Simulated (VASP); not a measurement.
# Si2As3 (P-3m1) in VASP: a series of runs, part 2 of 2

VASP 6.6.1.

## 3. Relaxation of cell and atoms, PBE

This run uses another cell than the first one, of 22.33 Å³/atom.

Input file INCAR:

```
PREC = Accurate
ENCUT = 600
EDIFF = 1E-7
ISMEAR = 0
SIGMA = 0.2
LREAL = False
LASPH = True
NELM = 60
ALGO = Normal
ISIF = 3
LWAVE = False
LCHARG = False
GGA = PE
IBRION = 2
NSW = 36
EDIFFG = -0.08
```

Input file KPOINTS:

```
Automatic mesh
0
Gamma
  5 5 1
```

Input file POSCAR:

```
Si2As3
1.0
    3.6900000000      0.0000000000      0.0000000000
   -1.8450000000      3.1956337400      0.0000000000
    0.0000000000      0.0000000000     18.9400000000
Si As
4 6
Direct
    0.0000000000      0.0000000000      0.7570000000
    0.0000000000      0.0000000000      0.6325000000
    0.0000000000      0.0000000000      0.2430000000
    0.0000000000      0.0000000000      0.3675000000
    0.3333333300      0.6666666700      0.0370000000
    0.6666666700      0.3333333300      0.9630000000
    0.3333333300      0.6666666700      0.8150000000
    0.3333333300      0.6666666700      0.5740000000
    0.6666666700      0.3333333300      0.1850000000
    0.6666666700      0.3333333300      0.4260000000
```

Potentials or basis: VASP PAW PBE potentials, release 64 (Si, As).

The run is started by

```console
cat potpaw_PBE.64/Si/POTCAR potpaw_PBE.64/As/POTCAR > POTCAR
mpirun -np 1 vasp_std > vasp.out
```

OUTCAR:

```text
PREC = Accurate
   ENCUT = 600
   EDIFF = 1E-7
   ISMEAR = 0
   LREAL = False
   LASPH = True
   NELM = 60
   ISIF = 3
   GGA = PE
   IBRION = 2
   NSW = 36
   EDIFFG = -0.08

 ion  position               nearest neighbor table
   1  0.000  0.000  0.757-   2 2.36   7 2.40   7 2.40   7 2.40
   2  0.000  0.000  0.633-   1 2.36   8 2.40   8 2.40   8 2.40
   3  0.000  0.000  0.243-   4 2.36   9 2.40   9 2.40   9 2.40
   4  0.000  0.000  0.367-   3 2.36  10 2.40  10 2.40  10 2.40
   5  0.333  0.667  0.037-   6 2.55   6 2.55   6 2.55
   6  0.667  0.333  0.963-   5 2.55   5 2.55   5 2.55
   7  0.333  0.667  0.815-   1 2.40   1 2.40   1 2.40
   8  0.333  0.667  0.574-   2 2.40   2 2.40   2 2.40
   9  0.667  0.333  0.185-   3 2.40   3 2.40   3 2.40
  10  0.667  0.333  0.426-   4 2.40   4 2.40   4 2.40

  LATTYP: Found a hexagonal cell.
 ALAT       =     3.6900000000
 C/A-ratio  =     5.1327913279

  Lattice vectors:

 A1 = (   3.6900000000,   0.0000000000,   0.0000000000)
 A2 = (  -1.8450000000,   3.1956337400,   0.0000000000)
 A3 = (   0.0000000000,   0.0000000000,  18.9400000000)

Analysis of symmetry for initial positions (statically):
=====================================================================
 Subroutine PRICEL returns:
 Original cell was already a primitive cell.

 Routine SETGRP: Setting up the symmetry group for a
 hexagonal supercell.

 Subroutine GETGRP returns: Found 12 space group operations
 (whereof 12 operations were pure point group operations)
 out of a pool of 24 trial point group operations.

The static configuration has the point symmetry D_3d.

Analysis of symmetry for dynamics (positions and initial velocities):
=====================================================================
 Subroutine PRICEL returns:
 Original cell was already a primitive cell.

 Routine SETGRP: Setting up the symmetry group for a
 hexagonal supercell.

 Subroutine GETGRP returns: Found 12 space group operations
 (whereof 12 operations were pure point group operations)
 out of a pool of 24 trial point group operations.

The dynamic configuration has the point symmetry D_3d.

 Subroutine INISYM returns: Found 12 space group operations
 (whereof 12 operations are pure point group operations),
 and found     1 'primitive' translations

----------------------------------------------------------------------------------------

                                     Primitive cell

  volume of cell :     223.3384

  direct lattice vectors                    reciprocal lattice vectors
     3.690000000  0.000000000  0.000000000     0.271002710  0.156463488  0.000000000
    -1.845000000  3.195633740  0.000000000     0.000000000  0.312926975  0.000000000
     0.000000000  0.000000000 18.940000000     0.000000000  0.000000000  0.052798310

  length of vectors
     3.690000000  3.690000000 18.940000000     0.312926975  0.312926975  0.052798310

  position of ions in fractional coordinates (direct lattice)
     0.000000000  0.000000000  0.757000000
     0.000000000  0.000000000  0.632500000
     0.000000000  0.000000000  0.243000000
     0.000000000  0.000000000  0.367500000
     0.333333330  0.666666670  0.037000000
     0.666666670  0.333333330  0.963000000
     0.333333330  0.666666670  0.815000000
     0.333333330  0.666666670  0.574000000
     0.666666670  0.333333330  0.185000000
     0.666666670  0.333333330  0.426000000

[... 29 lines left out ...]
     0.062585395  0.062585395  0.052798310

  Shift w.r.t. Gamma in fractional coordinates (k-lattice)
     0.000000000  0.000000000  0.000000000

 Subroutine IBZKPT returns following result:
 ===========================================

 Found      5 irreducible k-points:

 Following reciprocal coordinates:
            Coordinates               Weight
  0.000000  0.000000  0.000000      1.000000
  0.200000  0.000000  0.000000      6.000000
  0.400000  0.000000  0.000000      6.000000
  0.200000  0.200000  0.000000      6.000000
  0.400000  0.200000  0.000000      6.000000
   k-points           NKPTS =      5   k-points in BZ     NKDIM =      5   number of bands    NBANDS=     29
   number of dos      NEDOS =    301   number of ions     NIONS =     10
   total plane-waves  NPLWV = 144000
   dimension x,y,z NGX =    30 NGY =   30 NGZ =  160
   dimension x,y,z NGXF=    60 NGYF=   60 NGZF=  320
   ions per type =               4   6
   NGX,Y,Z   is equivalent  to a cutoff of  13.52, 13.52, 14.04 a.u.
   NGXF,Y,Z  is equivalent  to a cutoff of  27.03, 27.03, 28.09 a.u.
 SYSTEM =  unknown system
   PREC   = accura    normal or accurate (medium, high low for compatibility)
   ISTART =      0    job   : 0-new  1-cont  2-samecut
   ICHARG =      2    charge: 1-file 2-atom 10-const
   ISPIN  =      1    spin polarized calculation?
   LNONCOLLINEAR =      F non collinear calculations
   LSORBIT =      F    spin-orbit coupling
   LASPH  =      T    aspherical Exc in radial PAW
   ENCUT  =  600.0 eV  44.10 Ry    6.64 a.u.   7.37  7.37 37.83*2*pi/ulx,y,z
   NELM   =     60;   NELMIN=  2; NELMDL= -5     # of ELM steps
   EDIFF  = 0.1E-06   stopping-criterion for ELM
   LREAL  =      F    real-space projection
   EDIFFG = -.8E-01   stopping-criterion for IOM
   NSW    =     36    number of steps for IOM
   IBRION =      2    ionic relax: 0-MD 1-quasi-New 2-CG
   NFREE  =      1    steps in history (QN), initial steepest desc. (CG)
   ISIF   =      3    stress and relaxation
   ISYM   =      2    0-nonsym 1-usesym 2-fastsym
   POTIM  = 0.5000    time-step for ionic-motion
   TEBEG  =    0.0;   TEEND  =   0.0 temperature during run
   PSTRESS=    0.0 pullay stress
   NELECT =      46.0000    total number of electrons
   NUPDOWN=      -1.0000    fix difference up-down
   EMIN   =  10.00;   EMAX   =-10.00  energy-range for DOS
   EFERMI =   0.00;   METHOD = LEGACY
   ISMEAR =     0;   SIGMA  =   0.20  broadening in eV -4-tet -1-fermi 0-gaus
   EFERMI_NEDOS =   21; number of points for ismear=-14 and -15
   IALGO  =     38    algorithm
   IMIX   =      4    mixing-type and parameters
     AMIX     =   0.40;   BMIX     =  1.00
     AMIX_MAG =   1.60;   BMIX_MAG =  1.00
  volume/ion in A,a.u.               =      22.33       150.72
  Fermi-wavevector in a.u.,A,eV,Ry     =   0.966807  1.827000 12.717573  0.934715
  Thomas-Fermi vector in A             =   2.096639
   LORBIT       =      0    0 simple, 1 ext, 2 COOP (PROOUT), +10 PAW based schemes
   GGA     = PE    functional components
   LHFCALC =     F    Hartree Fock is set to
   AEXX    =    0.0000 exact exchange contribution
   IVDW    =     0    specifies the selected vdW correction
   LEPSILON=     F    determine dielectric tensor
   LRPA    =     F    only Hartree local field effects (RPA)
 conjugate gradient relaxation of ions
 non-spin polarized calculation
 Gauss-broadening in eV      SIGMA  =   0.20
  energy-cutoff  :      600.00
  volume of cell :      223.34
 maximum number of plane-waves:      7509
 NGX is ok and might be reduce to    30
   NGX = 15   NGY = 15   NGZ = 75

--------------------------------------- Ionic step        1  -------------------------------------------

 number of electron      46.0000002 magnetization

 Free energy of the ion-electron system (eV)
  ---------------------------------------------------
  ext. energy  EPLUGINS =         0.00000000
  ---------------------------------------------------
  free energy    TOTEN  =       -49.89966805 eV

  energy without entropy =      -49.88347766  energy(sigma->0) =      -49.89157285

 E-fermi :   5.1290     XC(G=0):  -9.4050

 val. band max:        4.6929655899   @ k =   0.0000   0.0000   0.0000
 cond. band min:       5.1600590337   @ k =   0.0000   0.0000   0.0000
 fundamental gap:      0.4670934437
 Fermi energy:         5.1290267842

 k-point     1 :       0.0000    0.0000    0.0000
  band No.  band energies     occupation
      1      -9.0244      2.00000
      2      -8.6449      2.00000
      3      -8.5410      2.00000
      4      -8.1581      2.00000
      5      -7.9613      2.00000
      6      -3.4213      2.00000
[... 274 lines left out ...]
  FREE ENERGIE OF THE ION-ELECTRON SYSTEM (eV)
  ---------------------------------------------------
  free  energy   TOTEN  =       -49.9500781600 eV

  energy  without entropy=      -49.9352513909  energy(sigma->0) =      -49.94266478

[... ionic steps 4 to 10 ...]

--------------------------------------- Ionic step       11  -------------------------------------------

 number of electron      46.0000001 magnetization

------------------------ aborting loop because EDIFF is reached ----------------------------------------
[... 83 lines left out ...]
--------------------------------------- Ionic step       13  -------------------------------------------

 number of electron      46.0000002 magnetization

 Free energy of the ion-electron system (eV)
  ---------------------------------------------------
  ext. energy  EPLUGINS =         0.00000000
  ---------------------------------------------------
  free energy    TOTEN  =       -50.06589590 eV

  energy without entropy =      -50.06556197  energy(sigma->0) =      -50.06572893

 E-fermi :   4.0413     XC(G=0):  -8.7962

 val. band max:        3.6728981534   @ k =   0.0000   0.0000   0.0000
 cond. band min:       4.4891061941   @ k =   0.4000   0.0000   0.0000
 fundamental gap:      0.8162080407
 Fermi energy:         4.0413213890

 k-point     1 :       0.0000    0.0000    0.0000
  band No.  band energies     occupation
      1      -9.9466      2.00000
      2      -9.5324      2.00000
      3      -9.5010      2.00000
      4      -9.0503      2.00000
      5      -9.0067      2.00000
      6      -3.9443      2.00000
[... 186 lines left out ...]
  FREE ENERGIE OF THE ION-ELECTRON SYSTEM (eV)
  ---------------------------------------------------
  free  energy   TOTEN  =       -50.0658959004 eV

  energy  without entropy=      -50.0655619658  energy(sigma->0) =      -50.06572893

 reached required accuracy - stopping structural energy minimisation
```

Wall time 5.4 min (1 thread of Intel Xeon 6975P-C (Granite Rapids), shared host); peak memory 0.39 GiB.

Results:

| Property | Result |
| --- | --- |
| Free energy | -50.0659 eV |
| Relaxed volume | 24.95 Å³/atom |
| Relaxed cell | a = 3.699 Å, b = 3.699 Å, c = 21.059 Å, α = 90.00°, β = 90.00°, γ = 120.00° |
| Space group after relaxing (to 0.1 Å) | P-3m1 (No. 164) |
| Energy gained by relaxing | 16.6 meV/atom |
| Ionic steps | 13 |
| Pressure after relaxing | 0.0 GPa |
| Largest force after relaxing | 0.076 eV/Å |
| Band gap on the k mesh | 0.82 eV (least direct gap 1.24 eV) |

Forces in eV/Å, atoms in the order of the input:
```
Si   0.000  0.000  0.005
Si   0.000  0.000  0.031
Si   0.000  0.000 -0.005
Si   0.000  0.000 -0.031
As   0.000  0.000  0.039
As   0.000  0.000 -0.039
As   0.000  0.000 -0.076
As   0.000  0.000  0.044
As   0.000  0.000  0.076
As   0.000  0.000 -0.044
```

Stress tensor (GPa, compression positive):
```
 0.12  0.00  0.00
 0.00  0.12  0.00
 0.00  0.00 -0.14
```

The path:
```
step  energy change (eV)  largest force (eV/Å)  pressure (GPa)  volume (Å³)
   1              0.0000                0.5192            1.37       223.34
   2             -0.0501                0.2520           -0.17       229.56
   3             -0.0504                0.2523           -0.30       230.10
   4             -0.0609                0.1579            0.16       229.88
   5             -0.0611                0.1865            0.23       229.85
   6             -0.0726                0.1683            0.20       230.85
   7             -0.0994                0.1230            0.15       233.84
   8             -0.1214                0.3224            0.15       239.81
   9             -0.1315                0.2808            0.11       240.96
  10             -0.1536                0.1495            0.03       244.36
  11             -0.1616                0.2213           -0.02       251.02
  12             -0.1643                0.1246            0.00       248.70
  13             -0.1662                0.0757            0.04       249.54
```

Final structure:
```xyz
10
Lattice="3.6990 0.0000 0.0000 -1.8495 3.2034 0.0000 0.0000 0.0000 21.0592" Properties=species:S:1:pos:R:3 pbc="T T T"
Si    1.8495    3.2034   15.8266
Si    0.0000    0.0000   13.4580
Si    0.0000    0.0000    5.2326
Si    1.8495    3.2034    7.6011
As    0.0000    2.1356    0.6817
As    1.8495    1.0678   20.3775
As    0.0000    2.1356   16.9324
As    0.0000    2.1356   12.3564
As    1.8495    1.0678    4.1268
As    1.8495    1.0678    8.7028
```

Levels at points of the mesh, in eV from the valence-band top:
```csv
k point,band 20,band 21,band 22,band 23,band 24,band 25,band 26,band 27
"(0.00, 0.00, 0.00)",-0.61,-0.61,-0.39,0.00,1.24,1.85,1.87,2.03
```

Caveat: an odd mesh through Γ misses points on the zone boundary, where band edges can lie; this functional lacks dispersion, which binds the layers, so the pressure and a relaxed spacing across them are unreliable; the relaxation stopped at a loose force limit of 0.08 eV/Å, so its end isn't a converged minimum.

## 4. Single point, PBE

This run uses another cell than the first one, of 26.64 Å³/atom.

Input file INCAR:

```
SYSTEM = Si2As3
ALGO     = Normal         ! electronic algorithm
EDIFF    = 1E-7           ! SCF threshold, eV
ENCUT    = 520            ! plane-wave cutoff, eV
GGA      = PE             ! functional
ISIF     = 2              ! what is computed and relaxed
ISMEAR   = 0              ! smearing method
LASPH    = .TRUE.         ! aspherical terms in the spheres
LCHARG   = .FALSE.        ! write CHGCAR
LREAL    = .FALSE.        ! projectors in reciprocal space
LWAVE    = .FALSE.        ! write WAVECAR
NBANDS   = 34             ! bands
NELM     = 80             ! most SCF steps
PREC     = Accurate       ! precision mode
SIGMA    = 0.02           ! smearing width, eV
```

Input file KPOINTS:

```
k-points
0
G
  12 12 2
  0 0 0
```

Input file POSCAR:

```
Si2As3
1.0
    3.6799074985      0.0000000000      0.0000000000
   -1.8399537493      3.1868933773      0.0000000000
    0.0000000000      0.0000000000     22.7164311703
Si As
4 6
Direct
    0.0000000000      0.0000000000      0.7462876035
    0.0000000000      0.0000000000      0.6422240347
    0.0000000000      0.0000000000      0.2537123965
    0.0000000000      0.0000000000      0.3577759653
    0.3333333333      0.6666666667      0.0301895145
    0.6666666667      0.3333333333      0.9698104855
    0.3333333333      0.6666666667      0.7949871954
    0.3333333333      0.6666666667      0.5935359092
    0.6666666667      0.3333333333      0.2050128046
    0.6666666667      0.3333333333      0.4064640908
```

The run is started by

```console
cat potpaw_PBE.64/Si/POTCAR potpaw_PBE.64/As/POTCAR > POTCAR
mpirun -np 1 vasp_std > vasp.out
```

It took 4.1 min on 1 thread of Intel Xeon 6975P-C (Granite Rapids), shared host; peak memory 0.51 GiB.

Results (log left out):

```yaml
Free_energy: -50.2903 eV
Pressure: 0.2 GPa
Largest_force: 0.075 eV/Å
Band_gap_on_the_k_mesh: 0.98 eV (least direct gap 1.25 eV)
```

Forces on the atoms (eV/Å):
```
Si   0.000  0.000 -0.042
Si   0.000  0.000  0.042
Si   0.000  0.000  0.042
Si   0.000  0.000 -0.042
As   0.000  0.000  0.075
As   0.000  0.000 -0.075
As   0.000  0.000  0.043
As   0.000  0.000 -0.043
As   0.000  0.000 -0.043
As   0.000  0.000  0.043
```

Levels at points of the mesh, in eV from the valence-band top:
```csv
k point,band 21,band 22,band 23,band 24,band 25,band 26
"(0.00, 0.00, 0.00)",-0.49,-0.47,-0.24,1.29,2.06,2.07
"(0.50, 0.00, 0.00)",-1.81,-1.64,-1.60,1.07,1.13,1.35
"(0.00, 0.00, 0.50)",-0.49,-0.49,0.00,1.25,2.06,2.07
"(0.50, 0.00, 0.50)",-1.82,-1.63,-1.60,1.08,1.10,1.28
```

Caveat: this functional lacks dispersion, which binds the layers, so the pressure and a relaxed spacing across them are unreliable.

## 5. Single point, PBE

This run uses another cell than the first one, of 26.70 Å³/atom.

Input file INCAR:

```
SYSTEM = Si2As3
PREC = Accurate
ENCUT = 520
EDIFF = 1E-6
ISMEAR = 0
SIGMA = 0.01
LREAL = .FALSE.
LASPH = .TRUE.
NELM = 100
ALGO = Normal
ISIF = 2
LWAVE = .FALSE.
LCHARG = .FALSE.
GGA = PE
NBANDS = 34
```

Input file KPOINTS:

```
regular mesh
0
G
  12 12 2
  0 0 0
```

Input file POSCAR:

```
Si2As3
1.0
    3.6798210645      0.0000000000      0.0000000000
   -1.8399105323      3.1868185233      0.0000000000
    0.0000000000      0.0000000000     22.7647574781
Si As
4 6
Direct
    0.0000000000      0.0000000000      0.7461612382
    0.0000000000      0.0000000000      0.6423094074
    0.0000000000      0.0000000000      0.2538387618
    0.0000000000      0.0000000000      0.3576905926
    0.3333333333      0.6666666667      0.0301223895
    0.6666666667      0.3333333333      0.9698776105
    0.3333333333      0.6666666667      0.7947592720
    0.3333333333      0.6666666667      0.5937212890
    0.6666666667      0.3333333333      0.2052407280
    0.6666666667      0.3333333333      0.4062787110
```

The run is started by

```console
cat potpaw_PBE.64/Si/POTCAR potpaw_PBE.64/As/POTCAR > POTCAR
mpirun -np 1 vasp_std > vasp.out
```

It took 3.5 min on 1 thread of Intel Xeon 6975P-C (Granite Rapids), shared host; peak memory 0.52 GiB.

The run converged. Its results:

| Quantity | Value |
| --- | --- |
| Free energy | -50.2903 eV |
| Pressure | 0.2 GPa |
| Largest force | 0.077 eV/Å |
| Band gap on the k mesh | 1.00 eV (least direct gap 1.26 eV) |

Forces on the atoms (eV/Å):
```
Si   0.000  0.000 -0.044
Si   0.000  0.000  0.043
Si   0.000  0.000  0.044
Si   0.000  0.000 -0.043
As   0.000  0.000  0.077
As   0.000  0.000 -0.077
As   0.000  0.000  0.043
As   0.000  0.000 -0.042
As   0.000  0.000 -0.043
As   0.000  0.000  0.042
```

Levels at points of the mesh, in eV from the valence-band top:
```csv
k point,band 21,band 22,band 23,band 24,band 25,band 26
"(0.00, 0.00, 0.00)",-0.48,-0.47,-0.24,1.29,2.07,2.08
"(0.50, 0.00, 0.00)",-1.80,-1.63,-1.59,1.08,1.14,1.36
"(0.00, 0.00, 0.50)",-0.48,-0.48,0.00,1.26,2.07,2.08
"(0.50, 0.00, 0.50)",-1.80,-1.62,-1.59,1.09,1.11,1.30
```

Caveat: this functional lacks dispersion, which binds the layers, so the pressure and a relaxed spacing across them are unreliable.

## 6. Overview

```tsv
task	cell	k mesh	cutoff (eV)	smearing	gap on the mesh (eV)	pressure (GPa)	largest force (eV/Å)
single point	a = 3.708, b = 3.708, c = 20.539 Å, angles 90.0, 90.0, 120.0°, 10 atoms, atomic positions A	5 × 5 × 1	520	gaussian 0.2 eV	0.61	0.3	0.05
relaxation of cell and atoms	relaxed from a = 3.690, b = 3.690, c = 18.940 Å, angles 90.0, 90.0, 120.0°, 10 atoms, atomic positions B	5 × 5 × 1	600	gaussian 0.2 eV	0.82	0.0	0.08
single point	a = 3.680, b = 3.680, c = 22.716 Å, angles 90.0, 90.0, 120.0°, 10 atoms, atomic positions C	12 × 12 × 2	520	gaussian 0.02 eV	0.98	0.2	0.07
single point	a = 3.680, b = 3.680, c = 22.765 Å, angles 90.0, 90.0, 120.0°, 10 atoms, atomic positions C	12 × 12 × 2	520	gaussian 0.01 eV	1.00	0.2	0.08
```

Alike in all rows: level PBE; potentials or basis VASP PAW PBE potentials, release 64 (Si, As); no spin polarisation.

Caveats: this functional lacks dispersion, which binds the layers, so the pressure and a relaxed spacing across them are unreliable; an odd mesh through Γ misses points on the zone boundary, where band edges can lie (at least some runs); the relaxation stopped at a loose force limit of 0.08 eV/Å, so its end isn't a converged minimum (at least some runs).

Absolute energies hang on the potentials; compare differences alone.
